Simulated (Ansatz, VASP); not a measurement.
# PbS: VASP beside Ansatz

Contents of POSCAR:

```
PbS
1.0
    0.0000000000      2.8167500000      2.9650000000
    2.8167500000      0.0000000000      2.9650000000
    2.8167500000      2.8167500000      0.0000000000
Pb S
1 1
Direct
    0.0000000000      0.0000000000      0.0000000000
    0.5000000000      0.5000000000      0.5000000000
```

Contents of INCAR.step1:

```
SYSTEM = PbS
ALGO = Normal ; EDIFF = 1E-5
ENCUT = 550 ; GGA = PE
GGA_COMPAT = .FALSE. ; ISMEAR = 0
LASPH = .TRUE. ; LCHARG = .FALSE.
LREAL = .FALSE. ; LWAVE = .TRUE.
NBANDS = 17 ; NELM = 120
PREC = Accurate ; SIGMA = 0.05
```

The input INCAR.step2:

```
SYSTEM = PbS
ALGO = Normal ; EDIFF = 1E-6
ENCUT = 550 ; GGA_COMPAT = .FALSE.
ISIF = 2 ; ISMEAR = 0
ISTART = 1 ; LASPH = .TRUE.
LCHARG = .FALSE. ; LMIXTAU = .TRUE.
LREAL = .FALSE. ; LWAVE = .FALSE.
METAGGA = R2SCAN ; NBANDS = 17
NELM = 120 ; PREC = Accurate
SIGMA = 0.05
```

File KPOINTS:

```
k-points
0
G
  8 8 8
  0 0 0
```

Input for Ansatz:

```yaml
crystal:
  lattice:
    - [0.0, 2.81675, 2.965]
    - [2.81675, 0.0, 2.965]
    - [2.81675, 2.81675, 0.0]
  atoms:
    - { symbol: Pb, position: [0.0, 0.0, 0.0] }
    - { symbol: S, position: [0.5, 0.5, 0.5] }
basis:
  ecutwfc: 500
kpoints:
  mp_grid: { grid: [8, 8, 8] }
hamiltonian:
  xc: r2scan
scf:
  occupations: { method: gaussian, width: 0.05 }
output:
  forces: true
  stress: true
  eigenvalues: true
```

Change from the starting cell: strain -0.050 along x and y, +0.000 along z, atoms carried along.

Alike in both runs: task single point; functional r2SCAN; k mesh 8 × 8 × 8; occupations gaussian, width 0.05 eV; no spin polarisation.

```csv
,VASP,Ansatz
version,VASP 6.6.1,Ansatz 0.2.0
potentials or method,"VASP PAW PBE potentials, release 64 (Pb_d, S), cutoff 550 eV","scalar-relativistic, plane waves, PAW"
valence electrons in the cell,20,20
```

```csv
,VASP,Ansatz,Ansatz less VASP
gap on the k mesh at the Fermi level (eV),0.06,0.05,-0.013
least direct gap on the mesh (eV),0.06,0.05,-0.013
pressure (GPa),9.9,9.9,-0.03
"traceless stress, the component that is largest in VASP (GPa)",-6.67,-6.63,+0.033
```

VASP's potentials were made for PBE, not for r2SCAN. With one functional, cell and mesh, what is left measures potentials, basis and numerics.

Spin-orbit coupling is off throughout.
